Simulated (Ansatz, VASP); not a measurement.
# KI2 in VASP and in Ansatz

```
K I
1.0
     6.68988    0.00000    0.00000
     0.00000    6.68988    0.00000
     0.00000    0.00000    6.68988
K I
2 4
Direct
  0.00000 0.00000 0.00000
  0.50000 0.50000 0.50000
  0.25000 0.25000 0.25000
  0.75000 0.75000 0.25000
  0.75000 0.25000 0.75000
  0.25000 0.75000 0.75000
```

Alike in both runs: task relaxation of cell and atoms; functional PBE; k mesh 4 × 4 × 4; occupations gaussian, width 0.1 eV; no spin polarisation.

|  | VASP | Ansatz |
| --- | --- | --- |
| version | VASP 6.6.1 | Ansatz 0.2.0 |
| potentials or method | VASP PAW PBE potentials, release 64 (K_sv, I), cutoff 600 eV | scalar-relativistic, plane waves, PAW |
| valence electrons in the cell | 46 | 86 |

```tsv
	VASP	Ansatz	Ansatz less VASP
relaxed volume (Å³/atom)	84.11	81.45	-2.659
relaxed cell length with the largest relative difference (Å)	7.962	7.877	-0.0848
```

VASP's potentials hold 46 valence electrons a cell and Ansatz's 86, so a difference there can come from the potentials and not from the codes.

Spin-orbit coupling is off throughout. Noted on VASP's run: the volume moved by over 15 % at a fixed basis, so the end points are rough.
